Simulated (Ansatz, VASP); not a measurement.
AlAs: VASP beside Ansatz

Contents of INCAR:

```
ALGO = Normal
EDIFF = 1E-6
ENCUT = 500
GGA = CA
GGA_COMPAT = False
ISIF = 2
ISMEAR = 0
LASPH = True
LCHARG = False
LREAL = False
LWAVE = False
NBANDS = 11
NELM = 120
PREC = Accurate
SIGMA = 0.01
```

KPOINTS

```
k-points
0
Gamma
  8 8 8
```

Contents of POSCAR:

```
AlAs
1.0
    2.7699921228      2.7699921228      0.0000000000
   -2.7699921228      2.7699921228      0.0000000000
    0.0000000000      2.7699921228      2.7699921228
Al As
1 1
Direct
    0.0000000000      0.0000000000      0.0000000000
    0.7500000000      0.2500000000      0.5000000000
```

Input for Ansatz:

```yaml
crystal:
  lattice:
    - [2.7699921228, 2.7699921228, 0.0]
    - [-2.7699921228, 2.7699921228, 0.0]
    - [0.0, 2.7699921228, 2.7699921228]
  atoms:
    - { symbol: Al, position: [0.0, 0.0, 0.0] }
    - { symbol: As, position: [0.75, 0.25, 0.5] }
kpoints:
  mp_grid: { grid: [8, 8, 8] }
scf:
  occupations: { method: fixed }
  convergence: { dr2_threshold: 1.0e-10 }
hamiltonian:
  xc: lda
  pseudopotentials: { kind: all_electron, lapw: { basis_error: 0.0005 } }
output:
  forces: true
  stress: true
  eigenstates:
    kpoints:
      - [0.0, 0.0, 0.0]
      - [-0.5, 0.5, 0.0]
      - [-0.5, -0.5, -0.5]
      - [0.0, 0.0, -0.5]
      - [0.5, 0.0, 0.0]
      - [0.0, 0.5, 0.5]
      - [0.0, -0.5, 0.0]
      - [0.5, 0.0, 0.5]
  eigenvalues: true
```

Alike in both runs: task single point; functional LDA; k mesh 8 × 8 × 8; no spin polarisation.

```csv
,VASP,Ansatz
version,VASP 6.6.1,Ansatz 0.2.0
potentials or method,"VASP PAW LDA potentials, release 64 (Al, As), cutoff 500 eV","all-electron LAPW, scalar-relativistic"
occupations,"gaussian, width 0.01 eV",fixed
```

```csv
,VASP,Ansatz,Ansatz less VASP
gap on the k mesh at the Fermi level (eV),1.22,1.24,+0.014
pressure (GPa),4.4,4.0,-0.46
```

LDA's correlation is that of Perdew and Zunger in VASP and of Perdew and Wang (1992) in Ansatz. Ansatz ran all-electron here, and VASP with PAW potentials.
